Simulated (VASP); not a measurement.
A run of VASP 6.6.1:

Contents of INCAR:

```
SYSTEM = Hf
ALGO = Normal
EDIFF = 1E-7
ENCUT = 520
GGA = PE
ISIF = 2
ISMEAR = 0
LASPH = .TRUE.
LCHARG = .FALSE.
LREAL = .FALSE.
LWAVE = .FALSE.
NBANDS = 11
NELM = 60
PREC = Accurate
SIGMA = 0.1
```

KPOINTS

```
k-points
0
G
  16 16 16
  0 0 0
```

The input POSCAR:

```
Hf
1.0
   -1.8297465500      1.8297465500      1.8297465500
    1.8297465500     -1.8297465500      1.8297465500
    1.8297465500      1.8297465500     -1.8297465500
Hf
1
Direct
    0.0000000000      0.0000000000      0.0000000000
```

Potentials or basis: VASP PAW PBE potentials, release 64 (Hf_pv).

Command:

```sh
$ cat potpaw_PBE.64/Hf_pv/POTCAR > POTCAR
$ mpirun -np 1 vasp_std > vasp.out
```

Hardware: 1 thread of Intel Xeon 8259CL, on a shared host.

Task: Estimate the wall time of this run.

Result: Wall time 44 s on 1 thread of Intel Xeon 8259CL, with other jobs on the host, peak memory 0.17 GiB. Counts: scf iterations 12, k points 145.
